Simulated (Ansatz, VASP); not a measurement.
Two plane-wave programs on InSb3

File INCAR:

```
SYSTEM = InSb3
PREC = Accurate
ENCUT = 520
EDIFF = 1E-6
ISMEAR = 0
SIGMA = 0.15
LREAL = .False.
LASPH = .True.
NELM = 80
ALGO = Normal
ISIF = 2
LWAVE = .False.
LCHARG = .False.
GGA = PE
NBANDS = 22
```

The input KPOINTS:

```
regular mesh
0
Gamma
  8 8 8
  0 0 0
```

File POSCAR:

```
InSb3
1.0
    4.6694468200     -0.1124036941     -0.1124036941
   -0.1124036941      4.6694468200     -0.1124036941
   -0.1124036941     -0.1124036941      4.6694468200
In Sb
1 3
Direct
    0.0000000000      0.0000000000      0.0000000000
    0.5000000000      0.0000000000      0.5000000000
    0.0000000000      0.5000000000      0.5000000000
    0.5000000000      0.5000000000      0.0000000000
```

Input for Ansatz:

```yaml
crystal:
  lattice:
    - [4.66944682, -0.1124036941, -0.1124036941]
    - [-0.1124036941, 4.66944682, -0.1124036941]
    - [-0.1124036941, -0.1124036941, 4.66944682]
  atoms:
    - { symbol: In, position: [0.0, 0.0, 0.0] }
    - { symbol: Sb, position: [0.5, 0.0, 0.5] }
    - { symbol: Sb, position: [0.0, 0.5, 0.5] }
    - { symbol: Sb, position: [0.5, 0.5, 0.0] }
basis:
  ecutwfc: 420
kpoints:
  mp_grid: { grid: [8, 8, 8] }
hamiltonian:
  xc: pbe
  pseudopotentials: { kind: paw, azcp: { folder: soft_1 } }
scf:
  occupations: { method: gaussian, width: 0.15 }
output:
  forces: true
  stress: true
  eigenvalues: true
```

Change from the starting cell: equal engineering shear yz, xz and xy -0.0467, equal normal strain along x, y and z -0.0300.

Alike in both runs: task single point; functional PBE; k mesh 8 × 8 × 8; occupations gaussian, width 0.15 eV; no spin polarisation.

|  | VASP | Ansatz |
| --- | --- | --- |
| version | VASP 6.6.1 | Ansatz 0.2.0 |
| potentials or method | VASP PAW PBE potentials, release 64 (In_d, Sb), cutoff 520 eV | scalar-relativistic, plane waves, PAW |
| valence electrons in the cell | 28 | 58 |

|  | VASP | Ansatz | Ansatz less VASP |
| --- | --- | --- | --- |
| gap on the k mesh at the Fermi level (eV) | none | none | - |
| pressure (GPa) | 6.0 | 6.1 | +0.08 |
| traceless stress, the component that is largest in VASP (GPa) | 0.88 | 0.88 | -0.004 |

A gap of «none» marks a metal or a gap that the smearing closes. VASP's potentials hold 28 valence electrons a cell and Ansatz's 58, so a difference there can come from the potentials and not from the codes.

Spin-orbit coupling is off throughout.
